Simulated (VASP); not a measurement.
Here is a VASP 6.6.1 calculation.

INCAR

```
PREC     = Accurate       # precision mode
ENCUT    = 520            # plane-wave cutoff, eV
EDIFF    = 1E-6           # SCF threshold, eV
ISMEAR   = -1             # smearing method
SIGMA    = 0.13605693000000002 # smearing width, eV
LREAL    = False          # projectors in reciprocal space
LASPH    = True           # aspherical terms in the spheres
NELM     = 60             # most SCF steps
ALGO     = Normal         # electronic algorithm
ISIF     = 2              # what is computed and relaxed
LWAVE    = False          # write WAVECAR
LCHARG   = False          # write CHGCAR
GGA      = CA             # functional
NBANDS   = 26             # bands
```

File KPOINTS:

```
regular mesh
0
Gamma
  9 9 9
```

POSCAR

```
Tb
1.0
    0.0000000000      2.7053392290      2.7053392290
    2.7053392290      0.0000000000      2.7053392290
    2.7053392290      2.7053392290      0.0000000000
Tb
2
Direct
    0.0000000000      0.0000000000      0.0000000000
    0.2500000000      0.2500000000      0.2500000000
```

Potentials or basis: VASP PAW PBE potentials, release 64 (Tb).

Command:

```sh
$ cat potpaw_PBE.64/Tb/POTCAR > POTCAR
$ mpirun -np 1 vasp_std > vasp.out
```

Q: What does it give for the pressure?

A: 2.4 GPa.

Q: What does it give for the band gap on the k mesh?

A: Zero (bands 19 and 20 overlap by 0.31 eV).

Caveat: the PAW data sets were made with another functional, which shifts forces and pressure a little; spin-orbit coupling is left out, which moves the levels of the heavy elements; semilocal functionals describe open f shells poorly, which spoils levels, moments and volumes. Spin polarisation is off, so any magnetic state and its effect on volume and gap are missing.
